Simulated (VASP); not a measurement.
The system is Sn2Sb3Te.

```xyz
6
Lattice="-2.1650 2.1650 9.1850 2.1650 -2.1650 9.1850 2.1650 2.1650 -9.1850" Properties=species:S:1:pos:R:3 pbc="T T T"
Sn    0.0000    0.0000    6.1233
Sn    0.0000    0.0000   12.2467
Sb    0.0000    0.0000    3.0617
Sb    0.0000    0.0000   15.3083
Sb    0.0000    0.0000    0.0000
Te    0.0000    0.0000    9.1850
```

```yaml
Program: VASP 6.6.1
Task: relaxation of cell and atoms
Functional: PBE
Potentials_or_basis: VASP PAW PBE potentials, release 64 (Sn_d, Sb, Te)
Cutoff: 600 eV
k_mesh: 5 × 5 × 5
Occupations: gaussian, width 0.2 eV
Spin: no spin polarisation
```

At the start: pressure 3.3 GPa; volume 28.70 Å³/atom.

Question: How do energy, volume and symmetry change on relaxing?

Answer: Over 8 steps the energy falls by 21.6 meV/atom and the volume is 30.59 Å³/atom (+6.6 %); space group I4/mmm (No. 139, to 0.1 Å) before and after.

Step by step:
| step | energy change (eV) | largest force (eV/Å) | pressure (GPa) | volume (Å³) |
| --- | --- | --- | --- | --- |
| 1 | 0.0000 | 0.2208 | 3.30 | 172.21 |
| 2 | -0.0927 | 0.2228 | -1.16 | 187.37 |
| 3 | -0.1079 | 0.2205 | -0.07 | 182.97 |
| 4 | -0.1139 | 0.1796 | -0.05 | 182.93 |
| 5 | -0.1250 | 0.1115 | 0.02 | 182.82 |
| 6 | -0.1182 | 0.1612 | 0.21 | 182.59 |
| 7 | -0.1270 | 0.1037 | 0.09 | 182.75 |
| 8 | -0.1298 | 0.0634 | -0.13 | 183.51 |

Final structure:
```cif
data_structure
_symmetry_space_group_name_H-M 'P 1'
_symmetry_Int_Tables_number 1
_cell_length_a 9.9286
_cell_length_b 9.9286
_cell_length_c 9.9286
_cell_angle_alpha 154.322
_cell_angle_beta 154.322
_cell_angle_gamma 36.631
_cell_volume 183.51
loop_
_atom_site_label
_atom_site_type_symbol
_atom_site_fract_x
_atom_site_fract_y
_atom_site_fract_z
_atom_site_occupancy
Sn1 Sn 0.33009 0.33009 0.00000 1
Sn2 Sn 0.66991 0.66991 0.00000 1
Sb1 Sb 0.16237 0.16237 0.00000 1
Sb2 Sb 0.83763 0.83763 0.00000 1
Sb3 Sb 0.00000 0.00000 0.00000 1
Te1 Te 0.50000 0.50000 0.00000 1
```

Caveat: an odd number of electrons without spin polarisation forces a metal; a magnetic or distorted state may lie lower; the relaxation stopped at a loose force limit of 0.08 eV/Å, so its end isn't a converged minimum.
